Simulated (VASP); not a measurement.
The system is GaP.

```
Ga P
1.0
     0.00000    2.72581    2.72581
     2.72581    0.00000    2.72581
     2.72581    2.72581    0.00000
Ga P
1 1
Direct
  0.00000 0.00000 0.00000
  0.75000 0.75000 0.75000
```

Base run:

| Quantity | Value |
| --- | --- |
| Program | VASP 6.6.1 |
| Functional | r2SCAN |
| Potentials or basis | VASP PAW PBE potentials, release 64 (Ga_d, P) |
| Cutoff | 550 eV |
| k mesh | 9 × 9 × 9 |
| Occupations | fermi-dirac, width 0.01 eV |
| Spin | no spin polarisation |

Its results: band gap on the k mesh 1.86 eV (least direct gap 2.34 eV); pressure -0.1 GPa.

The run is repeated on the same cell with these changes: functional from r2SCAN to PBE; cutoff from 550 eV to 500 eV. What comes out?

Band gap on the k mesh 1.60 eV (least direct gap 1.82 eV); pressure 2.4 GPa.

Caveats: an odd mesh through Γ misses points on the zone boundary, where band edges can lie; the PAW data sets were made with another functional, which shifts forces and pressure a little (at least some runs).
